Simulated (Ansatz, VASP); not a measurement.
**Two plane-wave programs on Eu**

Contents of INCAR:

```
SYSTEM = Eu
ALGO = Normal
EDIFF = 1E-6
ENCUT = 520
GGA = PE
ISIF = 2
ISMEAR = 1
ISPIN = 2
LASPH = .TRUE.
LCHARG = .FALSE.
LMAXMIX = 6
LORBIT = 11
LREAL = .FALSE.
LWAVE = .FALSE.
MAGMOM = 7.02
NBANDS = 18
NELM = 150
PREC = Accurate
SIGMA = 0.2
```

KPOINTS

```
k-points
0
G
  10 10 10
  0 0 0
```

POSCAR

```
Eu
1.0
   -2.1939508085      2.1939508085      2.1939508085
    2.1939508085     -2.1939508085      2.1939508085
    2.1939508085      2.1939508085     -2.1939508085
Eu
1
Direct
    0.0000000000      0.0000000000      0.0000000000
```

Input for Ansatz:

```yaml
crystal:
  lattice:
    - [-2.1939508085, 2.1939508085, 2.1939508085]
    - [2.1939508085, -2.1939508085, 2.1939508085]
    - [2.1939508085, 2.1939508085, -2.1939508085]
  atoms:
    - { symbol: Eu, position: [0.0, 0.0, 0.0], spin: 7.02 }
hamiltonian:
  xc: pbe
  pseudopotentials:
    kind: paw
    azcp:
      Eu: "pseudopotentials/Eu.paw.azcp"
basis:
  ecutwfc: 420
  fft_grid_basis: typed
kpoints:
  mp_grid: { grid: [10, 10, 10], shift: [0, 0, 0] }
magnetization:
  spin_polarized: true
scf:
  occupations: { method: methfessel_paxton, width: 0.2 }
  lower_state_search: "off"
output:
  stress: true
```

Alike in both runs: task single point; functional PBE; k mesh 10 × 10 × 10; occupations methfessel-paxton of order 1, width 0.2 eV; collinear spin.

|  | VASP | Ansatz |
| --- | --- | --- |
| version | VASP 6.6.1 | Ansatz 0.2.0 |
| potentials or method | VASP PAW PBE potentials, release 64 (Eu), cutoff 520 eV | plane waves (420 eV) with PAW, scalar-relativistic |
| valence electrons in the cell | 17 | 17 |

Ansatz gave:

| Item | Value |
| --- | --- |
| pressure (GPa) | 0.0 |
| net moment per atom (μB) | 7.45 |
| size of the moment on the site where the two differ most (μB) | 7.12 |

Problem. Which values does VASP return?

Solution. Pressure (GPa): -0.3; net moment per atom (μB): 7.44; size of the moment on the site where the two differ most (μB): 6.72.

Site moments also hang on the region over which each program counts them. The functional is the same, so the differences come from potentials, cutoffs and numerics. Ansatz's warnings: stability check not made.

Spin-orbit coupling is off throughout.
